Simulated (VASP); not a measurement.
A run of VASP 6.6.1:

File INCAR:

```
PREC     = Accurate       # precision mode
ENCUT    = 520            # plane-wave cutoff, eV
EDIFF    = 1E-7           # SCF threshold, eV
ISMEAR   = -1             # smearing method
SIGMA    = 0.08           # smearing width, eV
LREAL    = False          # projectors in reciprocal space
LASPH    = True           # aspherical terms in the spheres
NELM     = 80             # most SCF steps
ALGO     = Normal         # electronic algorithm
ISIF     = 2              # what is computed and relaxed
LWAVE    = False          # write WAVECAR
LCHARG   = True           # write CHGCAR
LDIPOL   = True         
IDIPOL   = 3            
DIPOL    = 0.5 0.5 0.500
LELF     = True           # ELF
LVHAR    = True         
LVACPOTAV= True         
NBANDS   = 16             # bands
EFIELD   = -0.5
```

KPOINTS

```
Automatic mesh
0
Gamma
  14 14 1
```

File POSCAR:

```
Al
1.0
    2.8168288156      0.0000000000      0.0000000000
    0.0000000000      2.8168288156      0.0000000000
    0.0000000000      0.0000000000     23.9672000000
Al
5
Direct
    0.0000000000      0.0000000000      0.3311100831
    0.5000000000      0.5000000000      0.4153402534
    0.0000000000      0.0000000000      0.4999999926
    0.5000000000      0.5000000000      0.5846597345
    0.0000000000      0.0000000000      0.6688899364
```

Potentials or basis: VASP PAW LDA potentials, release 64 (Al).

The run is started by

```console
$ cat potpaw_LDA.64/Al/POTCAR > POTCAR
$ mpirun -np 1 vasp_std > vasp.out
```

Hardware: 1 thread of Intel Xeon 8259CL, with other jobs on the host.

Question: Estimate the wall time of this run.

Answer: It took 6.4 min on 1 thread of Intel Xeon 8259CL (shared host), peak memory 0.27 GiB. Counts: scf iterations 28, k points 36.
